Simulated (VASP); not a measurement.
# Mn (I4/mmm) in VASP: further runs, part 2 of 2

VASP 6.6.1. The steps go on from the part before.

### 3 Single point, PBEsol, collinear spin, antiferromagnetic start (11.37 Å³/atom)

This run uses another cell than the first one, of 11.37 Å³/atom.

Contents of INCAR:

```
SYSTEM = Mn
  PREC = Accurate
  ENCUT = 520
  EDIFF = 1E-6
  ISMEAR = -1
  SIGMA = 0.05
  LREAL = .FALSE.
  LASPH = .TRUE.
  NELM = 150
  ALGO = Normal
  ISIF = 2
  LWAVE = .FALSE.
  LCHARG = .FALSE.
  ISPIN = 2
  MAGMOM = 0.918 -0.918
  LORBIT = 11
  LMAXMIX = 4
  GGA = PS
  NBANDS = 24
```

Contents of KPOINTS:

```
Automatic mesh
0
G
  14 14 10
  0 0 0
```

Contents of POSCAR:

```
Mn
1.0
    2.5390945126      0.0000000000      0.0000000000
    0.0000000000      2.5390945126      0.0000000000
    0.0000000000      0.0000000000      3.5261299079
Mn
2
Direct
    0.0000000000      0.0000000000      0.0000000000
    0.5000000000      0.5000000000      0.5000000000
```

Potentials or basis: VASP PAW PBE potentials, release 64 (Mn_pv).

Command:

```sh
cat potpaw_PBE.64/Mn_pv/POTCAR > POTCAR
mpirun -np 1 vasp_std > vasp.out
```

OUTCAR:

```text
SYSTEM = Mn
   PREC = Accurate
   ENCUT = 520
   EDIFF = 1E-6
   ISMEAR = -1
   LREAL = .FALSE.
   LASPH = .TRUE.
   NELM = 150
   ISIF = 2
   ISPIN = 2
   LORBIT = 11
   GGA = PS

 ion  position               nearest neighbor table
   1  0.000  0.000  0.000-   2 2.52   2 2.52   2 2.52   2 2.52   2 2.52   2 2.52   2 2.52   2 2.52

   2  0.500  0.500  0.500-   1 2.52   1 2.52   1 2.52   1 2.52   1 2.52   1 2.52   1 2.52   1 2.52

  LATTYP: Found a simple tetragonal cell.
 ALAT       =     2.5390945126
 C/A-ratio  =     1.3887351930

  Lattice vectors:

 A1 = (   2.5390945126,   0.0000000000,   0.0000000000)
 A2 = (   0.0000000000,   2.5390945126,   0.0000000000)
 A3 = (   0.0000000000,   0.0000000000,   3.5261299079)

Analysis of symmetry for initial positions (statically):
=====================================================================
 Subroutine PRICEL returns following result:

  LATTYP: Found a body centered tetragonal cell.
 ALAT       =     2.5390945126
 C/A-ratio  =     1.3887351930
[... 12 lines left out ...]
 Subroutine GETGRP returns: Found 16 space group operations
 (whereof 16 operations were pure point group operations)
 out of a pool of 16 trial point group operations.

The static configuration has the point symmetry D_4h.

Analysis of symmetry for dynamics (positions and initial velocities):
=====================================================================
 Subroutine PRICEL returns following result:

  LATTYP: Found a body centered tetragonal cell.
 ALAT       =     2.5390945126
 C/A-ratio  =     1.3887351930
[... 12 lines left out ...]
 Subroutine GETGRP returns: Found 16 space group operations
 (whereof 16 operations were pure point group operations)
 out of a pool of 16 trial point group operations.

The dynamic configuration has the point symmetry D_4h.

Analysis of structural, dynamic, and magnetic symmetry:
=====================================================================
 Subroutine PRICEL returns following result:

  LATTYP: Found a body centered tetragonal cell.
 ALAT       =     2.5390945126
 C/A-ratio  =     1.3887351930
[... 12 lines left out ...]
 Subroutine GETGRP returns: Found 16 space group operations
 (whereof 16 operations were pure point group operations)
[... 146 lines left out ...]
  free energy    TOTEN  =       -19.31357880 eV

  energy without entropy =      -19.28983338  energy(sigma->0) =      -19.30170609

 E-fermi :   9.5874     XC(G=0): -13.8202

 val. band max:        9.5844722558   @ k =   0.2143   0.1429   0.3000
 cond. band min:       9.5931617167   @ k =   0.3571   0.1429   0.5000
 fundamental gap:      0.0086894609
 Fermi energy:         9.5873815305

 spin component 1

 k-point     1 :       0.0000    0.0000    0.0000
  band No.  band energies     occupation
      1     -39.0846      1.00000
      2     -38.7578      1.00000
      3     -38.7578      1.00000
      4     -37.1451      1.00000
      5     -36.9561      1.00000
      6     -36.9561      1.00000
[... 637 lines left out ...]
     23      27.2036      0.00000
     24      28.9996      0.00000

 [... further k-points ...]

 spin component 2

 k-point     1 :       0.0000    0.0000    0.0000
  band No.  band energies     occupation
      1     -39.0846      1.00000
      2     -38.7578      1.00000
      3     -38.7578      1.00000
      4     -37.1451      1.00000
      5     -36.9561      1.00000
      6     -36.9561      1.00000
[... 637 lines left out ...]
     23      27.2036      0.00000
     24      28.9996      0.00000

 [... further k-points ...]

------------------------ aborting loop because EDIFF is reached ----------------------------------------

  FORCE on cell =-STRESS in cart. coord.  units (eV):
  Direction    XX          YY          ZZ          XY          YZ          ZX
  --------------------------------------------------------------------------------------
  -------------------------------------------------------------------------------------
  Total       -1.1185113     -1.1185113     -1.8335875      0.0000000     -0.0000000     -0.0000000
  in kB      -78.8306122    -78.8306122   -129.2278673      0.0000000     -0.0000000     -0.0000000
  external PRESSURE =     -95.6296972 kB  Pullay stress =       0.0000000 kB

 VOLUME and BASIS-vectors are now :
 -----------------------------------------------------------------------------
  energy-cutoff  :      520.00
  volume of cell :       22.73
      direct lattice vectors                 reciprocal lattice vectors
     2.539094513  0.000000000  0.000000000     0.393841188  0.000000000  0.000000000
     0.000000000  2.539094513  0.000000000     0.000000000  0.393841188  0.000000000
     0.000000000  0.000000000  3.526129908     0.000000000  0.000000000  0.283597039

 POSITION                                       TOTAL-FORCE (eV/Angst)
 -----------------------------------------------------------------------------------
      0.00000      0.00000      0.00000         0.000000      0.000000     -0.000000
      1.26955      1.26955      1.76306        -0.000000     -0.000000      0.000000
 -----------------------------------------------------------------------------------
    total drift:                               -0.000000      0.000000      0.000000

  FREE ENERGIE OF THE ION-ELECTRON SYSTEM (eV)
  ---------------------------------------------------
  free  energy   TOTEN  =       -19.3135788032 eV

  energy  without entropy=      -19.2898333845  energy(sigma->0) =      -19.30170609

 total charge

# of ion       s       p       d       tot
------------------------------------------
    1        0.413   6.378   5.094  11.885
    2        0.413   6.378   5.094  11.885
--------------------------------------------------
tot          0.826  12.756  10.188  23.770

 magnetization (x)

# of ion       s       p       d       tot
------------------------------------------
    1        0.020   0.028   1.687   1.735
    2       -0.020  -0.028  -1.687  -1.735
--------------------------------------------------
tot          0.000   0.000   0.000   0.000
```

OSZICAR:

```text
N       E                     dE             d eps       ncg     rms          rms(c)
DAV:   1     0.246382638200E+03    0.24638E+03   -0.14572E+04 21544   0.149E+03
DAV:   2    -0.130454971081E+02   -0.25943E+03   -0.24801E+03 21248   0.399E+02
DAV:   3    -0.230203113298E+02   -0.99748E+01   -0.99266E+01 23096   0.895E+01
DAV:   4    -0.231064410420E+02   -0.86130E-01   -0.86124E-01 22680   0.815E+00
DAV:   5    -0.231078344265E+02   -0.13934E-02   -0.13934E-02 23288   0.105E+00    0.191E+01
DAV:   6    -0.194026545251E+02    0.37052E+01   -0.11229E+01 21752   0.473E+01    0.495E+00
DAV:   7    -0.192659956586E+02    0.13666E+00   -0.61370E-01 22608   0.104E+01    0.202E+00
DAV:   8    -0.192612032841E+02    0.47924E-02   -0.29166E-02 23104   0.108E+00    0.119E+00
DAV:   9    -0.192767425868E+02   -0.15539E-01   -0.17794E-01 24656   0.241E+00    0.107E+00
DAV:  10    -0.192840693300E+02   -0.73267E-02   -0.17106E-02 23792   0.826E-01    0.987E-01
DAV:  11    -0.193117540149E+02   -0.27685E-01   -0.57601E-01 25248   0.437E+00    0.511E-01
DAV:  12    -0.193128247305E+02   -0.10707E-02   -0.37721E-02 23872   0.118E+00    0.313E-01
DAV:  13    -0.193121667519E+02    0.65798E-03   -0.62549E-02 22720   0.159E+00    0.232E-01
DAV:  14    -0.193134085249E+02   -0.12418E-02   -0.37228E-02 23640   0.116E+00    0.101E-01
DAV:  15    -0.193135728076E+02   -0.16428E-03   -0.15819E-03 23560   0.256E-01    0.153E-02
DAV:  16    -0.193135725537E+02    0.25393E-06   -0.46973E-05 22328   0.562E-02    0.165E-02
DAV:  17    -0.193135785646E+02   -0.60109E-05   -0.59827E-05 21256   0.480E-02    0.338E-03
DAV:  18    -0.193135788032E+02   -0.23860E-06   -0.43420E-06 15264   0.121E-02
   1 F= -.19313579E+02 E0= -.19301706E+02  d E =-.237454E-01  mag=     0.0000
```

stdout:

```text
POSCAR found type information on POSCAR Mn
 POSCAR found :  1 types and       2 ions
 scaLAPACK will be used
 -----------------------------------------------------------------------------
|                                                                             |
|                                                                             |
|     You enforced a specific xc type in the INCAR file but a different       |
|     I HOPE YOU KNOW WHAT YOU ARE DOING!                                     |
|                                                                             |
 -----------------------------------------------------------------------------

 LDA part: xc-table for (Slater+PW92), standard interpolation
 POSCAR, INCAR and KPOINTS ok, starting setup
 FFT: planning ... GRIDC
 FFT: planning ... GRID_SOFT
 FFT: planning ... GRID
 WAVECAR not read
 entering main loop
```

Wall time 2 min (1 thread of Intel Xeon 6975P-C (Granite Rapids), shared host); peak memory 0.26 GiB.

What came out:

- Free energy: -19.3136 eV
- Pressure: -9.6 GPa
- Band gap on the k mesh: zero (filled and empty bands overlap)
- Net moment: 0.00 μB per cell
- Site moments: Mn +1.74, -1.74 μB
- Valence electrons inside the program's atomic spheres: Mn 11.88

Caveat: the cell stands under tension; the PAW data sets were made with another functional, which shifts forces and pressure a little.

### 4 Single point, PBEsol, collinear spin, antiferromagnetic start (11.79 Å³/atom)

This run uses another cell than the first one, of 11.79 Å³/atom.

Contents of INCAR:

```
SYSTEM = Mn
PREC = Accurate
ENCUT = 520
EDIFF = 1E-7
ISMEAR = -1
SIGMA = 0.05
LREAL = .FALSE.
LASPH = .TRUE.
NELM = 150
ALGO = Normal
ISIF = 2
LWAVE = .FALSE.
LCHARG = .FALSE.
ISPIN = 2
MAGMOM = 0.918 -0.918
LORBIT = 11
LMAXMIX = 4
GGA = PS
NBANDS = 24
```

KPOINTS is that of step 3.

Contents of POSCAR:

```
Mn
1.0
    2.5700621318      0.0000000000      0.0000000000
    0.0000000000      2.5700621318      0.0000000000
    0.0000000000      0.0000000000      3.5691357306
Mn
2
Direct
    0.0000000000      0.0000000000      0.0000000000
    0.5000000000      0.5000000000      0.5000000000
```

Command:

```sh
cat potpaw_PBE.64/Mn_pv/POTCAR > POTCAR
mpirun -np 1 vasp_std > vasp.out
```

Run time: 2.1 min. Hardware: 1 thread of Intel Xeon 6975P-C (Granite Rapids), shared host; peak memory 0.26 GiB.

It converged, with:

```yaml
Free_energy: -19.2550 eV
Pressure: -13.0 GPa
Band_gap_on_the_k_mesh: zero (filled and empty bands overlap)
Net_moment: 0.00 μB per cell
Site_moments: Mn +1.99, -1.99 μB
Valence_electrons_inside_the_program's_atomic_spheres: Mn 11.82
```

Stress tensor (GPa, compression positive):
```
-11.13   0.00   0.00
  0.00 -11.13   0.00
  0.00   0.00 -16.75
```

Levels at points of the mesh, in eV from the Fermi level:
Spin up:
```
           k point  band 9  band 10  band 11  band 12  band 13  band 14  band 15  band 16  band 17  band 18
(0.00, 0.00, 0.00)   -3.56    -1.24    -1.24    -0.62    -0.14     0.74     2.19     2.19     2.40     3.38
(0.50, 0.00, 0.00)   -2.56    -2.40    -1.14    -1.10    -0.85    -0.43     1.01     1.47     2.46     3.86
(0.50, 0.50, 0.00)   -3.52    -3.52     1.07     1.18     2.07     2.07     2.14     2.71     2.96     2.96
(0.00, 0.00, 0.50)   -2.86    -1.53    -1.17    -0.71    -0.71    -0.03     0.54     1.11     1.11     2.27
(0.50, 0.00, 0.50)   -1.62    -1.57    -1.18    -0.31     0.25     0.40     1.13     1.96     2.09     2.22
(0.50, 0.50, 0.50)   -2.60    -2.27    -1.29    -1.29    -0.59     1.07     1.40     2.71     9.02     9.02
```
Spin down:
| k point | band 9 | band 10 | band 11 | band 12 | band 13 | band 14 | band 15 | band 16 | band 17 | band 18 |
| --- | --- | --- | --- | --- | --- | --- | --- | --- | --- | --- |
| (0.00, 0.00, 0.00) | -3.56 | -1.24 | -1.24 | -0.62 | -0.14 | 0.74 | 2.19 | 2.19 | 2.40 | 3.38 |
| (0.50, 0.00, 0.00) | -2.56 | -2.40 | -1.14 | -1.10 | -0.85 | -0.43 | 1.01 | 1.47 | 2.46 | 3.86 |
| (0.50, 0.50, 0.00) | -3.52 | -3.52 | 1.07 | 1.18 | 2.07 | 2.07 | 2.14 | 2.71 | 2.96 | 2.96 |
| (0.00, 0.00, 0.50) | -2.86 | -1.53 | -1.17 | -0.71 | -0.71 | -0.03 | 0.54 | 1.11 | 1.11 | 2.27 |
| (0.50, 0.00, 0.50) | -1.62 | -1.57 | -1.18 | -0.31 | 0.25 | 0.40 | 1.13 | 1.96 | 2.09 | 2.22 |
| (0.50, 0.50, 0.50) | -2.60 | -2.27 | -1.29 | -1.29 | -0.59 | 1.07 | 1.40 | 2.71 | 9.02 | 9.02 |

Caveat: the cell stands under tension; the PAW data sets were made with another functional, which shifts forces and pressure a little.

### 5 Summary

| cell | gap on the mesh (eV) | pressure (GPa) | moment (μB) |
| --- | --- | --- | --- |
| a = 2.441, b = 2.441, c = 3.390 Å, 2 atoms | none | 9.2 | 0.00 |
| a = 2.539, b = 2.539, c = 3.526 Å, 2 atoms | none | -9.6 | 0.00 |
| a = 2.570, b = 2.570, c = 3.569 Å, 2 atoms | none | -13.0 | 0.00 |

Alike in all rows: task single point; level PBEsol; potentials or basis VASP PAW PBE potentials, release 64 (Mn_pv); spin collinear, antiferromagnetic start; k mesh 14 × 14 × 10; cutoff (eV) 520; smearing fermi-dirac 0.05 eV.

Caveats: the PAW data sets were made with another functional, which shifts forces and pressure a little; the cell stands under tension (at least some runs); the cell stands under pressure (at least some runs).

Absolute energies hang on the potentials; compare differences alone.
